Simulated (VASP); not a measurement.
# InGa3Se2 (P6mm) in VASP: single point with PBE

Aim: the single point of InGa3Se2 with PBE.

Program: VASP 6.6.1. These are calculated values, not measurements. Logs are shortened: lines on timing, memory, paths and dates and some standing lists are left out, and cuts for length are marked.

## 1. The cell of the first run

The structure is hexagonal, space group P6mm (No. 183). The conventional cell has a = 6.197 Å, b = 6.197 Å, c = 4.440 Å, α = 90.00°, β = 90.00°, γ = 120.00°. In (site symmetry 6mm) has 6 Se at 3.58 Å and 12 Ga at 3.77 to 3.85 Å and 2 In at 4.44 Å within 4.7 Å. Ga (site symmetry 2mm) has 4 Se at 2.82 to 2.89 Å and 4 Ga at 3.10 Å and 4 In at 3.77 to 3.85 Å within 3.9 Å. Se (site symmetry 3m) has 6 Ga at 2.82 to 2.89 Å and 3 Se at 3.58 Å and 3 In at 3.58 Å within 3.7 Å.

The cell was generated, and may not be a known phase.

## 2. Single point, PBE

Contents of INCAR:

```
SYSTEM = InGa3Se2
PREC = Accurate
ENCUT = 520
EDIFF = 1E-6
ISMEAR = 0
SIGMA = 0.1
LREAL = .False.
LASPH = .True.
NELM = 60
ALGO = Normal
ISIF = 2
LWAVE = .False.
LCHARG = .False.
GGA = PE
NBANDS = 41
```

Contents of KPOINTS:

```
regular mesh
0
Gamma
  6 6 10
  0 0 0
```

Contents of POSCAR:

```
InGa3Se2
1.0
    6.1970746109      0.0000000000      0.0000000000
   -3.0985373055      5.3668240422      0.0000000000
    0.0000000000      0.0000000000      4.4396003184
In Ga Se
1 3 2
Direct
    0.0000000000      0.0000000000      0.9332746474
    0.5000000000      0.5000000000      0.4479945515
    0.5000000000      0.0000000000      0.4479945515
    0.0000000000      0.5000000000      0.4479945515
    0.6666666667      0.3333333333      0.9581893241
    0.3333333333      0.6666666667      0.9581893241
```

Potentials or basis: VASP PAW PBE potentials, release 64 (In_d, Ga_d, Se).

Run with:

```
cat potpaw_PBE.64/In_d/POTCAR potpaw_PBE.64/Ga_d/POTCAR potpaw_PBE.64/Se/POTCAR > POTCAR
mpirun -np 1 vasp_std > vasp.out
```

OUTCAR:

```text
SYSTEM = InGa3Se2
   PREC = Accurate
   ENCUT = 520
   EDIFF = 1E-6
   ISMEAR = 0
   LREAL = .False.
   LASPH = .True.
   NELM = 60
   ISIF = 2
   GGA = PE

 ion  position               nearest neighbor table
   1  0.000  0.000  0.933-
   2  0.500  0.500  0.448-   5 2.82   6 2.82
   3  0.500  0.000  0.448-   5 2.82   6 2.82
   4  0.000  0.500  0.448-   5 2.82   6 2.82
   5  0.667  0.333  0.958-   4 2.82   3 2.82   2 2.82
   6  0.333  0.667  0.958-   4 2.82   3 2.82   2 2.82

  LATTYP: Found a hexagonal cell.
 ALAT       =     6.1970746109
 C/A-ratio  =     0.7164025927

  Lattice vectors:

 A1 = (   6.1970746109,   0.0000000000,   0.0000000000)
 A2 = (  -3.0985373055,   5.3668240422,   0.0000000000)
 A3 = (   0.0000000000,   0.0000000000,   4.4396003184)

Analysis of symmetry for initial positions (statically):
=====================================================================
 Subroutine PRICEL returns:
 Original cell was already a primitive cell.

 Routine SETGRP: Setting up the symmetry group for a
 hexagonal supercell.

 Subroutine GETGRP returns: Found 12 space group operations
 (whereof 12 operations were pure point group operations)
 out of a pool of 24 trial point group operations.

The static configuration has the point symmetry C_6v.

Analysis of symmetry for dynamics (positions and initial velocities):
=====================================================================
 Subroutine PRICEL returns:
 Original cell was already a primitive cell.

 Routine SETGRP: Setting up the symmetry group for a
 hexagonal supercell.

 Subroutine GETGRP returns: Found 12 space group operations
 (whereof 12 operations were pure point group operations)
 out of a pool of 24 trial point group operations.

The dynamic configuration has the point symmetry C_6v.

 Subroutine INISYM returns: Found 12 space group operations
 (whereof 12 operations are pure point group operations),
 and found     1 'primitive' translations

----------------------------------------------------------------------------------------

                                     Primitive cell

  volume of cell :     147.6549

  direct lattice vectors                    reciprocal lattice vectors
     6.197074611  0.000000000  0.000000000     0.161366461  0.093164970  0.000000000
    -3.098537305  5.366824042  0.000000000     0.000000000  0.186329940  0.000000000
     0.000000000  0.000000000  4.439600318     0.000000000  0.000000000  0.225245501

  length of vectors
     6.197074611  6.197074611  4.439600318     0.186329940  0.186329940  0.225245501

  position of ions in fractional coordinates (direct lattice)
     0.000000000  0.000000000  0.933274647
     0.500000000  0.500000000  0.447994552
     0.500000000  0.000000000  0.447994552
     0.000000000  0.500000000  0.447994552
     0.666666667  0.333333333  0.958189324
     0.333333333  0.666666667  0.958189324

  ion indices of the primitive-cell ions
   primitive index   ion index
                 1           1
                 2           2
                 3           3
                 4           4
                 5           5
                 6           6

----------------------------------------------------------------------------------------

 KPOINTS: regular mesh

Automatic generation of k-mesh.
 Grid dimensions read from file:
 generate k-points for:    6    6   10

 Generating k-lattice:

  Cartesian coordinates                     Fractional coordinates (reciprocal lattice)
     0.026894410  0.015527495  0.000000000     0.166666667  0.000000000  0.000000000
     0.000000000  0.031054990  0.000000000     0.000000000  0.166666667  0.000000000
     0.000000000  0.000000000  0.022524550     0.000000000  0.000000000  0.100000000

  Length of vectors
     0.031054990  0.031054990  0.022524550

  Shift w.r.t. Gamma in fractional coordinates (k-lattice)
     0.000000000  0.000000000  0.000000000

 Subroutine IBZKPT returns following result:
 ===========================================

 Found     42 irreducible k-points:

 Following reciprocal coordinates:
            Coordinates               Weight
  0.000000  0.000000  0.000000      1.000000
  0.166667 -0.000000  0.000000      6.000000
  0.333333  0.000000  0.000000      6.000000
  0.500000  0.000000  0.000000      3.000000
  0.166667  0.166667  0.000000      6.000000
  0.333333  0.166667  0.000000     12.000000
[... 16 lines left out ...]
  0.166667 -0.000000  0.300000     12.000000
  0.333333  0.000000  0.300000     12.000000
 [... further k-points ...]
   k-points           NKPTS =     42   k-points in BZ     NKDIM =     42   number of bands    NBANDS=     41
   number of dos      NEDOS =    301   number of ions     NIONS =      6
   total plane-waves  NPLWV =  82944
   dimension x,y,z NGX =    48 NGY =   48 NGZ =   36
   dimension x,y,z NGXF=    96 NGYF=   96 NGZF=   72
   ions per type =               1   3   2
   NGX,Y,Z   is equivalent  to a cutoff of  12.88, 12.88, 13.48 a.u.
   NGXF,Y,Z  is equivalent  to a cutoff of  25.75, 25.75, 26.96 a.u.
 SYSTEM =  InGa3Se2
   PREC   = accura    normal or accurate (medium, high low for compatibility)
   ISTART =      0    job   : 0-new  1-cont  2-samecut
   ICHARG =      2    charge: 1-file 2-atom 10-const
   ISPIN  =      1    spin polarized calculation?
   LNONCOLLINEAR =      F non collinear calculations
   LSORBIT =      F    spin-orbit coupling
   LASPH  =      T    aspherical Exc in radial PAW
   ENCUT  =  520.0 eV  38.22 Ry    6.18 a.u.  11.52 11.52  8.25*2*pi/ulx,y,z
   NELM   =     60;   NELMIN=  2; NELMDL= -5     # of ELM steps
   EDIFF  = 0.1E-05   stopping-criterion for ELM
   LREAL  =      F    real-space projection
   EDIFFG = 0.1E-04   stopping-criterion for IOM
   NSW    =      0    number of steps for IOM
   IBRION =     -1    ionic relax: 0-MD 1-quasi-New 2-CG
   NFREE  =      0    steps in history (QN), initial steepest desc. (CG)
   ISIF   =      2    stress and relaxation
   ISYM   =      2    0-nonsym 1-usesym 2-fastsym
   POTIM  = 0.5000    time-step for ionic-motion
   TEBEG  =    0.0;   TEEND  =   0.0 temperature during run
   PSTRESS=    0.0 pullay stress
   NELECT =      64.0000    total number of electrons
   NUPDOWN=      -1.0000    fix difference up-down
   EMIN   =  10.00;   EMAX   =-10.00  energy-range for DOS
   EFERMI =   0.00;   METHOD = LEGACY
   ISMEAR =     0;   SIGMA  =   0.10  broadening in eV -4-tet -1-fermi 0-gaus
   EFERMI_NEDOS =   21; number of points for ismear=-14 and -15
   IALGO  =     38    algorithm
   IMIX   =      4    mixing-type and parameters
     AMIX     =   0.40;   BMIX     =  1.00
     AMIX_MAG =   1.60;   BMIX_MAG =  1.00
  volume/ion in A,a.u.               =      24.61       166.07
  Fermi-wavevector in a.u.,A,eV,Ry     =   1.238945  2.341267 20.884749  1.534986
  Thomas-Fermi vector in A             =   2.373449
   LORBIT       =      0    0 simple, 1 ext, 2 COOP (PROOUT), +10 PAW based schemes
   GGA     = PE    functional components
   LHFCALC =     F    Hartree Fock is set to
   AEXX    =    0.0000 exact exchange contribution
   IVDW    =     0    specifies the selected vdW correction
   LEPSILON=     F    determine dielectric tensor
   LRPA    =     F    only Hartree local field effects (RPA)
 non-spin polarized calculation
 Gauss-broadening in eV      SIGMA  =   0.10
  energy-cutoff  :      520.00
  volume of cell :      147.65
 maximum number of plane-waves:      4003
 NGX is ok and might be reduce to    48
   NGX = 23   NGY = 23   NGZ = 17

 number of electron      64.0000012 magnetization

 Free energy of the ion-electron system (eV)
  ---------------------------------------------------
  ext. energy  EPLUGINS =         0.00000000
  ---------------------------------------------------
  free energy    TOTEN  =       -18.50699693 eV

  energy without entropy =      -18.49904842  energy(sigma->0) =      -18.50302267

 E-fermi :   4.3779     XC(G=0):  -9.7300

 val. band max:        4.3690688844   @ k =   0.3333   0.0000   0.3000
 cond. band min:       4.4131039711   @ k =   0.5000   0.0000   0.3000
 fundamental gap:      0.0440350867
 Fermi energy:         4.3779067099

 k-point     1 :       0.0000    0.0000    0.0000
  band No.  band energies     occupation
      1     -10.5945      2.00000
      2     -10.5020      2.00000
      3     -10.5020      2.00000
      4     -10.4936      2.00000
      5     -10.4898      2.00000
      6     -10.4353      2.00000
[... 33 lines left out ...]
     40       8.5963      0.00000
     41      10.6562      0.00000

 k-point     2 :       0.1667   -0.0000    0.0000
  band No.  band energies     occupation
      1     -10.5800      2.00000
      2     -10.5004      2.00000
      3     -10.4903      2.00000
      4     -10.4846      2.00000
      5     -10.4834      2.00000
      6     -10.4333      2.00000
[... 33 lines left out ...]
     40       8.6753      0.00000
     41       9.9047      0.00000

 k-point     3 :       0.3333    0.0000    0.0000
  band No.  band energies     occupation
      1     -10.5451      2.00000
      2     -10.4986      2.00000
      3     -10.4685      2.00000
      4     -10.4589      2.00000
      5     -10.4585      2.00000
      6     -10.4403      2.00000
[... 33 lines left out ...]
     40       8.4427      0.00000
     41       9.7592      0.00000

 k-point     4 :       0.5000    0.0000    0.0000
  band No.  band energies     occupation
      1     -10.5195      2.00000
      2     -10.4973      2.00000
      3     -10.4659      2.00000
      4     -10.4528      2.00000
      5     -10.4315      2.00000
      6     -10.4264      2.00000
[... 825 lines left out ...]
     40      10.1666      0.00000
     41      10.4388      0.00000

 k-point    23 :       0.1667   -0.0000    0.3000
  band No.  band energies     occupation
      1     -10.5744      2.00000
      2     -10.5351      2.00000
      3     -10.4989      2.00000
      4     -10.4895      2.00000
      5     -10.4613      2.00000
      6     -10.4355      2.00000
[... 33 lines left out ...]
     40       9.9094      0.00000
     41      10.3339      0.00000

 k-point    24 :       0.3333    0.0000    0.3000
  band No.  band energies     occupation
      1     -10.5544      2.00000
      2     -10.5151      2.00000
      3     -10.4943      2.00000
      4     -10.4580      2.00000
      5     -10.4533      2.00000
      6     -10.4321      2.00000
[... 33 lines left out ...]
     40       8.9628      0.00000
     41      10.1352      0.00000

 [... further k-points ...]

------------------------ aborting loop because EDIFF is reached ----------------------------------------

  FORCE on cell =-STRESS in cart. coord.  units (eV):
  Direction    XX          YY          ZZ          XY          YZ          ZX
  --------------------------------------------------------------------------------------
  -------------------------------------------------------------------------------------
  Total        0.0381588      0.0381588      0.0497968     -0.0000000     -0.0000000      0.0000000
  in kB        0.4140544      0.4140544      0.5403362     -0.0000000     -0.0000000      0.0000000
  external PRESSURE =       0.4561483 kB  Pullay stress =       0.0000000 kB

 VOLUME and BASIS-vectors are now :
 -----------------------------------------------------------------------------
  energy-cutoff  :      520.00
  volume of cell :      147.65
      direct lattice vectors                 reciprocal lattice vectors
     6.197074611  0.000000000  0.000000000     0.161366461  0.093164970  0.000000000
    -3.098537305  5.366824042  0.000000000     0.000000000  0.186329940  0.000000000
     0.000000000  0.000000000  4.439600318     0.000000000  0.000000000  0.225245501

 POSITION                                       TOTAL-FORCE (eV/Angst)
 -----------------------------------------------------------------------------------
      0.00000      0.00000      4.14337         0.000000     -0.000000      0.006129
      1.54927      2.68341      1.98892         0.000000     -0.000000     -0.000551
      3.09854      0.00000      1.98892        -0.000000      0.000000     -0.000551
     -1.54927      2.68341      1.98892        -0.000000      0.000000     -0.000551
      3.09854      1.78894      4.25398        -0.000000     -0.000000     -0.002239
     -0.00000      3.57788      4.25398         0.000000     -0.000000     -0.002239
 -----------------------------------------------------------------------------------
    total drift:                               -0.000000     -0.000001      0.002214

  FREE ENERGIE OF THE ION-ELECTRON SYSTEM (eV)
  ---------------------------------------------------
  free  energy   TOTEN  =       -18.5069969312 eV

  energy  without entropy=      -18.4990484160  energy(sigma->0) =      -18.50302267
```

It took 4.7 min on 1 thread of Intel Xeon Platinum 8559C (Emerald Rapids), shared host; peak memory 0.41 GiB.

What came out:

```yaml
Free_energy: -18.5070 eV
Pressure: 0.0 GPa
Largest_force: 0.006 eV/Å
Band_gap_on_the_k_mesh: zero (bands 32 and 33 overlap by 1.06 eV)
```

Forces on the atoms (eV/Å):
```
In   0.000  0.000  0.006
Ga   0.000  0.000 -0.001
Ga   0.000  0.000 -0.001
Ga   0.000  0.000 -0.001
Se   0.000  0.000 -0.002
Se   0.000  0.000 -0.002
```

Caveat: spin-orbit coupling is left out, which moves the levels of the heavy elements.

The gap in the log of VASP goes by the Fermi energy; the results here count the filled bands.